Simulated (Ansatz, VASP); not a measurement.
This is a calculation of GaN for Ansatz 0.2.0.

The input input.yaml:

```yaml
crystal:
  lattice:
    - [0.0, 2.2535006075, 2.2535006075]
    - [2.2535006075, 0.0, 2.2535006075]
    - [2.2535006075, 2.2535006075, 0.0]
  atoms:
    - { symbol: Ga, position: [0.0, 0.0, 0.0] }
    - { symbol: "N", position: [0.25, 0.25, 0.25] }
kpoints:
  mp_grid: { grid: [5, 5, 5] }
scf:
  occupations: { method: fermi_dirac, width: 0.05 }
hamiltonian:
  xc: { preset: hse06, exx: { coeff: 0.25, omega: 0.15 } }
  pseudopotentials: { kind: all_electron, datasets: crystal }
output:
  forces: true
  stress: true
```

Potentials or basis: all-electron PAW datasets made for the crystal.

Command:

```sh
$ ansatz run input.yaml --threads 1 --pin off --max-ram 3072MiB --backend cpu --events-out ev --progress --plain --runs-dir out
```

Task: Translate it to VASP 6.6.1. Potentials there: VASP PAW PBE potentials, release 64 (Ga_d, N).

Result: As run (the cutoff follows the program's own potentials):

The input POSCAR:

```
GaN
1.0
    0.0000000000      2.2535006075      2.2535006075
    2.2535006075      0.0000000000      2.2535006075
    2.2535006075      2.2535006075      0.0000000000
Ga N
1 1
Direct
    0.0000000000      0.0000000000      0.0000000000
    0.2500000000      0.2500000000      0.2500000000
```

INCAR.step1

```
  PREC = Accurate
  ENCUT = 520
  EDIFF = 1E-5
  ISMEAR = -1
  SIGMA = 0.05
  LREAL = False
  LASPH = True
  NELM = 100
  ALGO = Normal
  ISIF = 2
  LWAVE = True
  LCHARG = False
  GGA = PE
  NBANDS = 16
```

The input INCAR.step2:

```
  PREC = Accurate
  ENCUT = 520
  EDIFF = 1E-7
  ISMEAR = -1
  SIGMA = 0.05
  LREAL = False
  LASPH = True
  NELM = 100
  ALGO = Normal
  ISIF = 2
  LWAVE = False
  LCHARG = False
  GGA = PE
  LHFCALC = True
  AEXX = 0.25
  HFSCREEN = 0.15
  PRECFOCK = Normal
  ISTART = 1
  NBANDS = 16
```

KPOINTS

```
regular mesh
0
Gamma
  5 5 5
```

Potentials or basis: VASP PAW PBE potentials, release 64 (Ga_d, N).

The run is started by

```bash
$ cat potpaw_PBE.64/Ga_d/POTCAR potpaw_PBE.64/N/POTCAR > POTCAR
$ cp INCAR.step1 INCAR
$ mpirun -np 1 vasp_std > vasp.out
$ cp INCAR.step2 INCAR
$ mpirun -np 1 vasp_std > vasp.out
```

Both were run:

|  | VASP | Ansatz | Ansatz less VASP |
| --- | --- | --- | --- |
| gap on the k mesh at the Fermi level (eV) | 3.15 | 3.15 | -0.001 |
| least direct gap on the mesh (eV) | 3.15 | 3.15 | -0.001 |
| pressure (GPa) | -1.6 | -1.4 | +0.19 |

VASP's potentials were made for PBE, not for PBE-based screened hybrid. Ansatz ran all-electron here, and VASP with PAW potentials.

The k mesh is coarse, so the values compare programs but aren't converged.
